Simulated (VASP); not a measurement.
Input of a VASP 6.6.1 run:

Contents of INCAR:

```
  PREC = Accurate
  ENCUT = 600
  EDIFF = 1E-6
  ISMEAR = -1
  SIGMA = 0.1
  LREAL = F
  LASPH = T
  NELM = 60
  ALGO = Normal
  ISIF = 3
  LWAVE = F
  LCHARG = F
  IBRION = 2
  NSW = 32
  EDIFFG = -0.005
  PSTRESS = -48.0
```

File KPOINTS:

```
Automatic mesh
0
Gamma
  17 17 15
```

File POSCAR:

```
Re
1.0
    2.7372750979      0.0000000000      0.0000000000
   -1.3686375489      2.3705497719      0.0000000000
    0.0000000000      0.0000000000      2.4415009731
Re
1
Direct
    0.0000000000      0.0000000000      0.0000000000
```

Potentials or basis: VASP PAW LDA potentials, release 64 (Re).

Launch:

```bash
$ cat potpaw_LDA.64/Re/POTCAR > POTCAR
$ mpirun -np 1 vasp_std > vasp.out
```

(1) What does it give for the relaxed cell?

(2) Predict the relaxed volume.

(3) What does it give for the band gap on the k mesh?

(4) Predict the space group after relaxing (to 0.1 Å).

Results:

(1) a = 2.744 Å, b = 2.744 Å, c = 2.433 Å, α = 90.00°, β = 90.00°, γ = 120.00°.

(2) 15.86 Å³/atom.

(3) zero (an odd number of electrons rules out a gap without spin polarisation).

(4) P6/mmm (No. 191).

Caveat: the cell is relaxed towards a set pressure, so the run minimises the enthalpy, not the energy; spin-orbit coupling is left out, which moves the levels of the heavy elements.
